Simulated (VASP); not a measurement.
# Zn (P6_3/mmc) in VASP: notebook

Runs on Zn. Level: PBE. Tasks: single point.

Program: VASP 6.6.1. These are calculated values, not measurements. Logs are shortened: lines on timing, memory, paths and dates and some standing lists are left out, and cuts for length are marked.

## (1) The cell of the first run

Symmetry: P6_3/mmc, No. 194, hexagonal system. Conventional cell: a = 2.670 Å, b = 2.670 Å, c = 4.966 Å, α = 90.00°, β = 90.00°, γ = 120.00°. Zn (site symmetry -6m2) has 12 Zn at 2.67 to 2.92 Å within 3.5 Å.

## (2) Single point, PBE

INCAR

```
SYSTEM = Zn
PREC = Accurate
ENCUT = 520
EDIFF = 1E-6
ISMEAR = 0
SIGMA = 0.1
LREAL = .FALSE.
LASPH = .TRUE.
NELM = 100
ALGO = Normal
ISIF = 2
LWAVE = .FALSE.
LCHARG = .FALSE.
GGA = PE
NBANDS = 19
```

KPOINTS

```
regular mesh
0
G
  6 6 4
  0 0 0
```

POSCAR

```
Zn
1.0
    2.6700000000      0.0000000000      0.0000000000
   -1.3350000000      2.3122878281      0.0000000000
    0.0000000000      0.0000000000      4.9660000000
Zn
2
Direct
    0.3333333333      0.6666666667      0.2500000000
    0.6666666667      0.3333333333      0.7500000000
```

Potentials or basis: VASP PAW PBE potentials, release 64 (Zn).

Started as:

```sh
cat potpaw_PBE.64/Zn/POTCAR > POTCAR
mpirun -np 1 vasp_std > vasp.out
```

OUTCAR:

```text
SYSTEM = Zn
   PREC = Accurate
   ENCUT = 520
   EDIFF = 1E-6
   ISMEAR = 0
   LREAL = .FALSE.
   LASPH = .TRUE.
   NELM = 100
   ISIF = 2
   GGA = PE

 ion  position               nearest neighbor table
   1  0.333  0.667  0.250-   2 2.92   2 2.92   2 2.92   2 2.92   2 2.92   2 2.92
   2  0.667  0.333  0.750-   1 2.92   1 2.92   1 2.92   1 2.92   1 2.92   1 2.92

  LATTYP: Found a hexagonal cell.
 ALAT       =     2.6700000000
 C/A-ratio  =     1.8599250936

  Lattice vectors:

 A1 = (   2.6700000000,   0.0000000000,   0.0000000000)
 A2 = (  -1.3350000000,   2.3122878281,   0.0000000000)
 A3 = (   0.0000000000,   0.0000000000,   4.9660000000)

Analysis of symmetry for initial positions (statically):
=====================================================================
 Subroutine PRICEL returns:
 Original cell was already a primitive cell.

 Routine SETGRP: Setting up the symmetry group for a
 hexagonal supercell.

 Subroutine GETGRP returns: Found 24 space group operations
 (whereof 12 operations were pure point group operations)
 out of a pool of 24 trial point group operations.

The static configuration has the point symmetry D_3d.
 The point group associated with its full space group is D_6h.

Analysis of symmetry for dynamics (positions and initial velocities):
=====================================================================
 Subroutine PRICEL returns:
 Original cell was already a primitive cell.

 Routine SETGRP: Setting up the symmetry group for a
 hexagonal supercell.

 Subroutine GETGRP returns: Found 24 space group operations
 (whereof 12 operations were pure point group operations)
 out of a pool of 24 trial point group operations.

The dynamic configuration has the point symmetry D_3d.
 The point group associated with its full space group is D_6h.

 Subroutine INISYM returns: Found 24 space group operations
 (whereof 12 operations are pure point group operations),
 and found     1 'primitive' translations

----------------------------------------------------------------------------------------

                                     Primitive cell

  volume of cell :      30.6591

  direct lattice vectors                    reciprocal lattice vectors
     2.670000000  0.000000000  0.000000000     0.374531835  0.216236056  0.000000000
    -1.335000000  2.312287828  0.000000000     0.000000000  0.432472112  0.000000000
     0.000000000  0.000000000  4.966000000     0.000000000  0.000000000  0.201369311

  length of vectors
     2.670000000  2.670000000  4.966000000     0.432472112  0.432472112  0.201369311

  position of ions in fractional coordinates (direct lattice)
     0.333333333  0.666666667  0.250000000
     0.666666667  0.333333333  0.750000000

  ion indices of the primitive-cell ions
   primitive index   ion index
                 1           1
                 2           2

----------------------------------------------------------------------------------------

 KPOINTS: regular mesh

Automatic generation of k-mesh.
 Grid dimensions read from file:
 generate k-points for:    6    6    4

 Generating k-lattice:

  Cartesian coordinates                     Fractional coordinates (reciprocal lattice)
     0.062421973  0.036039343  0.000000000     0.166666667  0.000000000  0.000000000
     0.000000000  0.072078685  0.000000000     0.000000000  0.166666667  0.000000000
     0.000000000  0.000000000  0.050342328     0.000000000  0.000000000  0.250000000

  Length of vectors
     0.072078685  0.072078685  0.050342328

  Shift w.r.t. Gamma in fractional coordinates (k-lattice)
     0.000000000  0.000000000  0.000000000

 Subroutine IBZKPT returns following result:
 ===========================================

 Found     21 irreducible k-points:

 Following reciprocal coordinates:
            Coordinates               Weight
  0.000000  0.000000  0.000000      1.000000
  0.166667  0.000000  0.000000      6.000000
  0.333333  0.000000  0.000000      6.000000
  0.500000  0.000000  0.000000      3.000000
  0.166667  0.166667  0.000000      6.000000
  0.333333  0.166667  0.000000     12.000000
[... 13 lines left out ...]
  0.333333  0.166667  0.500000     12.000000
  0.333333  0.333333  0.500000      2.000000
   k-points           NKPTS =     21   k-points in BZ     NKDIM =     21   number of bands    NBANDS=     19
   number of dos      NEDOS =    301   number of ions     NIONS =      2
   total plane-waves  NPLWV =  16000
   dimension x,y,z NGX =    20 NGY =   20 NGZ =   40
   dimension x,y,z NGXF=    40 NGYF=   40 NGZF=   80
   ions per type =               2
   NGX,Y,Z   is equivalent  to a cutoff of  12.45, 12.45, 13.39 a.u.
   NGXF,Y,Z  is equivalent  to a cutoff of  24.91, 24.91, 26.78 a.u.
 SYSTEM =  Zn
   PREC   = accura    normal or accurate (medium, high low for compatibility)
   ISTART =      0    job   : 0-new  1-cont  2-samecut
   ICHARG =      2    charge: 1-file 2-atom 10-const
   ISPIN  =      1    spin polarized calculation?
   LNONCOLLINEAR =      F non collinear calculations
   LSORBIT =      F    spin-orbit coupling
   LASPH  =      T    aspherical Exc in radial PAW
   ENCUT  =  520.0 eV  38.22 Ry    6.18 a.u.   4.96  4.96  9.23*2*pi/ulx,y,z
   NELM   =    100;   NELMIN=  2; NELMDL= -5     # of ELM steps
   EDIFF  = 0.1E-05   stopping-criterion for ELM
   LREAL  =      F    real-space projection
   EDIFFG = 0.1E-04   stopping-criterion for IOM
   NSW    =      0    number of steps for IOM
   IBRION =     -1    ionic relax: 0-MD 1-quasi-New 2-CG
   NFREE  =      0    steps in history (QN), initial steepest desc. (CG)
   ISIF   =      2    stress and relaxation
   ISYM   =      2    0-nonsym 1-usesym 2-fastsym
   POTIM  = 0.5000    time-step for ionic-motion
   TEBEG  =    0.0;   TEEND  =   0.0 temperature during run
   PSTRESS=    0.0 pullay stress
   NELECT =      24.0000    total number of electrons
   NUPDOWN=      -1.0000    fix difference up-down
   EMIN   =  10.00;   EMAX   =-10.00  energy-range for DOS
   EFERMI =   0.00;   METHOD = LEGACY
   ISMEAR =     0;   SIGMA  =   0.10  broadening in eV -4-tet -1-fermi 0-gaus
   EFERMI_NEDOS =   21; number of points for ismear=-14 and -15
   IALGO  =     38    algorithm
   IMIX   =      4    mixing-type and parameters
     AMIX     =   0.40;   BMIX     =  1.00
     AMIX_MAG =   1.60;   BMIX_MAG =  1.00
  volume/ion in A,a.u.               =      15.33       103.45
  Fermi-wavevector in a.u.,A,eV,Ry     =   1.508778  2.851177 30.972445  2.276410
  Thomas-Fermi vector in A             =   2.619187
   LORBIT       =      0    0 simple, 1 ext, 2 COOP (PROOUT), +10 PAW based schemes
   GGA     = PE    functional components
   LHFCALC =     F    Hartree Fock is set to
   AEXX    =    0.0000 exact exchange contribution
   IVDW    =     0    specifies the selected vdW correction
   LEPSILON=     F    determine dielectric tensor
   LRPA    =     F    only Hartree local field effects (RPA)
 non-spin polarized calculation
 Gauss-broadening in eV      SIGMA  =   0.10
  energy-cutoff  :      520.00
  volume of cell :       30.66
 maximum number of plane-waves:       855
 NGX is ok and might be reduce to    20
   NGX =  9   NGY =  9   NGZ = 19

 number of electron      24.0000011 magnetization

 Free energy of the ion-electron system (eV)
  ---------------------------------------------------
  ext. energy  EPLUGINS =         0.00000000
  ---------------------------------------------------
  free energy    TOTEN  =        -2.16325206 eV

  energy without entropy =       -2.15922777  energy(sigma->0) =       -2.16123991

 E-fermi :   3.3329     XC(G=0): -11.5067

 val. band max:        3.3101199393   @ k =   0.0000   0.0000   0.2500
 cond. band min:       3.3955764490   @ k =   0.3333   0.3333   0.2500
 fundamental gap:      0.0854565097
 Fermi energy:         3.3328708813

 k-point     1 :       0.0000    0.0000    0.0000
  band No.  band energies     occupation
      1      -7.2805      2.00000
      2      -5.5036      2.00000
      3      -4.8140      2.00000
      4      -4.5908      2.00000
      5      -4.5908      2.00000
      6      -4.5421      2.00000
[... 11 lines left out ...]
     18      22.0644      0.00000
     19      22.0671      0.00000

 k-point     2 :       0.1667    0.0000    0.0000
  band No.  band energies     occupation
      1      -6.4832      2.00000
      2      -5.2148      2.00000
      3      -4.7665      2.00000
      4      -4.6466      2.00000
      5      -4.5524      2.00000
      6      -4.4458      2.00000
[... 11 lines left out ...]
     18      19.3172      0.00000
     19      20.2738      0.00000

 k-point     3 :       0.3333    0.0000    0.0000
  band No.  band energies     occupation
      1      -5.2698      2.00000
      2      -5.1633      2.00000
      3      -4.9044      2.00000
      4      -4.5705      2.00000
      5      -4.4927      2.00000
      6      -4.3889      2.00000
[... 11 lines left out ...]
     18      17.7885      0.00000
     19      19.4632      0.00000

 k-point     4 :       0.5000    0.0000    0.0000
  band No.  band energies     occupation
      1      -5.3159      2.00000
      2      -5.2295      2.00000
      3      -5.0681      2.00000
      4      -4.5970      2.00000
      5      -4.4407      2.00000
      6      -4.4304      2.00000
[... 11 lines left out ...]
     18      17.2872      0.00000
     19      18.4041      0.00000

 k-point     5 :       0.1667    0.1667    0.0000
  band No.  band energies     occupation
      1      -5.2075      2.00000
      2      -4.9184      2.00000
      3      -4.8545      2.00000
      4      -4.7642      2.00000
      5      -4.6604      2.00000
      6      -4.5070      2.00000
[... 11 lines left out ...]
     18      16.1889      0.00000
     19      17.5280      0.00000
[... 268 lines left out ...]
      2      -5.2935      2.00000
      3      -4.9952      2.00000
      4      -4.9952      2.00000
      5      -4.2383      2.00000
      6      -4.2383      2.00000
[... 11 lines left out ...]
     18      14.9634      0.00000
     19      16.5445      0.00000

 k-point    19 :       0.1667    0.1667    0.5000
  band No.  band energies     occupation
      1      -4.9438      2.00000
      2      -4.9438      2.00000
      3      -4.7628      2.00000
      4      -4.7628      2.00000
      5      -4.7264      2.00000
      6      -4.7264      2.00000
[... 11 lines left out ...]
     18      12.2222      0.00000
     19      23.6350      0.00000

 k-point    20 :       0.3333    0.1667    0.5000
  band No.  band energies     occupation
      1      -5.0594      2.00000
      2      -5.0594      2.00000
      3      -4.8869      2.00000
      4      -4.8869      2.00000
      5      -4.3883      2.00000
      6      -4.3883      2.00000
[... 11 lines left out ...]
     18      12.8309      0.00000
     19      18.4446      0.00000

 k-point    21 :       0.3333    0.3333    0.5000
  band No.  band energies     occupation
      1      -4.8411      2.00000
      2      -4.8411      2.00000
      3      -4.7314      2.00000
      4      -4.7314      2.00000
      5      -4.5610      2.00000
      6      -4.5610      2.00000
[... 11 lines left out ...]
     18      14.9873      0.00000
     19      17.6130      0.00000

------------------------ aborting loop because EDIFF is reached ----------------------------------------

  FORCE on cell =-STRESS in cart. coord.  units (eV):
  Direction    XX          YY          ZZ          XY          YZ          ZX
  --------------------------------------------------------------------------------------
  -------------------------------------------------------------------------------------
  Total        0.0072181      0.0072181      0.5127345     -0.0000000      0.0000000      0.0000000
  in kB        0.3772009      0.3772009     26.7943509     -0.0000000      0.0000000      0.0000000
  external PRESSURE =       9.1829176 kB  Pullay stress =       0.0000000 kB

 VOLUME and BASIS-vectors are now :
 -----------------------------------------------------------------------------
  energy-cutoff  :      520.00
  volume of cell :       30.66
      direct lattice vectors                 reciprocal lattice vectors
     2.670000000  0.000000000  0.000000000     0.374531835  0.216236056  0.000000000
    -1.335000000  2.312287828  0.000000000     0.000000000  0.432472112  0.000000000
     0.000000000  0.000000000  4.966000000     0.000000000  0.000000000  0.201369311

 POSITION                                       TOTAL-FORCE (eV/Angst)
 -----------------------------------------------------------------------------------
     -0.00000      1.54153      1.24150        -0.000000      0.000000      0.000000
      1.33500      0.77076      3.72450         0.000000     -0.000000      0.000000
 -----------------------------------------------------------------------------------
    total drift:                               -0.000000      0.000000      0.000000

  FREE ENERGIE OF THE ION-ELECTRON SYSTEM (eV)
  ---------------------------------------------------
  free  energy   TOTEN  =        -2.1632520642 eV

  energy  without entropy=       -2.1592277653  energy(sigma->0) =       -2.16123991
```

It took 4.8 s on 1 thread of Intel Xeon 6975P-C (Granite Rapids), shared host; peak memory 0.14 GiB.

Results:

| Quantity | Value |
| --- | --- |
| Free energy | -2.1633 eV |
| Pressure | 0.9 GPa |
| Band gap on the k mesh | zero (band 12 reaches 4.02 eV, above the bottom of band 13 at -0.00 eV) |

Caveat: the k points lie up to 0.45 Å⁻¹ apart.

[end of part 1 of 3]
